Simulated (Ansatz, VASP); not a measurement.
One calculation of Ge3N, two programs

```xyz
4
Lattice="0.0000 3.1433 3.1433 3.1433 0.0000 3.1433 3.1433 3.1433 0.0000" Properties=species:S:1:pos:R:3 pbc="T T T"
Ge    0.0000    0.0000    0.0000
Ge    1.5717    1.5717    1.5717
Ge    4.7150    4.7150    4.7150
N     3.1433    3.1433    3.1433
```

Alike in both runs: functional PBE; k mesh 12 × 12 × 12; occupations gaussian, width 0.1 eV; no spin polarisation.

Ansatz relaxed the structure, and its values are those at the end. VASP's run is a single point on that final structure, the one shown.

|  | VASP | Ansatz |
| --- | --- | --- |
| version | VASP 6.6.1 | Ansatz 0.2.0 |
| potentials or method | VASP PAW PBE potentials, release 64 (Ge_d, N), cutoff 520 eV | scalar-relativistic, plane waves, PAW |
| valence electrons in the cell | 47 | 47 |

|  | VASP | Ansatz | Ansatz less VASP |
| --- | --- | --- | --- |
| gap on the k mesh at the Fermi level (eV) | none | none | - |
| pressure (GPa) | 0.1 | 0.0 | -0.11 |

A gap of «none» marks a metal or a gap that the smearing closes.
